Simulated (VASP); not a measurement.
A run of VASP 6.6.1 is set up as follows.

The input INCAR:

```
SYSTEM = H28C6O3
  ALGO = Normal
  EDIFF = 1E-7
  ENCUT = 520
  GGA = PE
  ISIF = 2
  ISMEAR = -1
  LASPH = .True.
  LCHARG = .False.
  LREAL = Auto
  LWAVE = .False.
  NBANDS = 59
  NELM = 100
  PREC = Accurate
  SIGMA = 0.05
```

File KPOINTS:

```
k-points
0
Gamma
  1 1 1
  0 0 0
```

POSCAR

```
H28C6O3
1.0
    7.6116630000      0.0000000000      0.0000000000
    0.0000000000      7.6116630000      0.0000000000
    0.0000000000      0.0000000000      7.6116630000
C O H
6 3 28
Direct
    0.3142939986      0.3995841645     -0.0075804722
    0.3574645909      0.5769435667      0.0804160668
    0.8180209765      0.4011869679      0.7233898821
    0.6837533401      0.4930854138      0.5955203219
    0.4819708912      1.0120127494      0.3410030108
    0.4279485311      0.9546008540      0.5320519314
    0.3877864798      0.5460698930      0.2645282641
    0.5589974228      0.3803373849      0.5357567722
    0.3179200130      0.8030439603      0.5133043857
    0.4409023363      0.6567552978      0.3132561176
    0.4789754880      0.6358925770      0.0228859318
    0.2433765131      0.6715746611      0.0696168498
    0.3075412035      0.4306154910     -0.1486928678
    0.4179507159      0.3022992479     -0.0187081325
    0.1897745604      0.3342764912      0.0434990356
    0.5123716066      0.4050494616      0.4106067229
    0.5992908514      0.5859560519      0.6654262019
    0.7695558776      0.5604162980      0.5053429191
    0.8705324973      0.5035167742      0.8136986622
    0.7550124066      0.3084739826      0.8180603897
    0.9173816550      0.3284433375      0.6429738153
    0.2889775861      0.7650627727      0.6258816240
    0.5652115707      0.9211259090      0.5767070875
    0.3596848678      1.0542111494      0.5993959533
    0.5344955498      1.1473182667      0.3296651468
    0.5725030128      0.9132564066      0.2663806845
    0.3818613620      0.9996632799      0.2389359592
    0.0774206635      0.2161157161      0.3682112569
   -0.0003153056      0.2370309878      0.3304271353
    0.9281545964     -0.1539873744      0.8839198477
    0.9005522184     -0.2512460155      0.8927746801
   -0.0462054087      0.5288331867      0.2888593465
   -0.0484519612      0.5091922751      0.1973156195
    0.8803332465      0.9475196156      0.4737598078
    0.8055532674      0.8874276226      0.5038846307
    0.0010378809     -0.0112984508      1.0422032610
   -0.0131245958      0.0304269908      1.1367818044
```

Potentials or basis: VASP PAW PBE potentials, release 64 (C, O, H).

Launch:

```sh
$ cat potpaw_PBE.64/C/POTCAR potpaw_PBE.64/O/POTCAR potpaw_PBE.64/H/POTCAR > POTCAR
$ mpirun -np 1 vasp_gam > vasp.out
```

**Question.** Estimate the pressure.

**Answer.** 0.1 GPa.

**Question.** Estimate the band gap on the k mesh.

**Answer.** 4.77 eV.

**Question.** Predict the largest force.

**Answer.** 4.271 eV/Å.

Forces in eV/Å, atoms in the order of the input:
```
C   -0.837  0.597 -0.596
C   -0.077 -0.685  0.233
C   -0.854 -0.002  0.108
C    0.798  0.415  2.551
C    0.239 -0.945 -1.352
C    2.234 -1.029 -3.117
O    0.907  0.944  0.301
O   -1.598 -2.398 -3.153
O    0.720  0.707 -1.809
H   -0.977 -1.032 -0.067
H   -0.482 -0.120 -0.108
H    0.620 -0.496 -0.220
H   -0.833  0.004 -0.158
H    0.615 -0.181  0.919
H    0.993  0.682 -0.497
H    0.630  0.228  1.711
H    0.746  1.112  0.661
H   -0.021  0.419 -1.073
H    0.457 -0.294 -0.642
H   -0.050  0.109 -0.634
H   -0.208  0.471  0.675
H   -0.623 -0.941  2.112
H   -1.121  0.187  1.017
H   -0.336  1.319  0.926
H    0.122 -0.653  0.308
H   -0.091  1.010  1.568
H   -1.184  0.481  0.374
H    2.815 -0.783  1.388
H   -2.754  0.711 -1.268
H   -0.278 -0.796 -0.076
H    0.177  0.645 -0.168
H    0.053  0.380  1.320
H   -0.082 -0.221 -1.414
H   -0.339 -0.336  0.154
H    0.532  0.306 -0.162
H   -0.141  0.663  1.367
H    0.234 -0.478 -1.180
```

Caveat: the k points lie up to 0.83 Å⁻¹ apart.
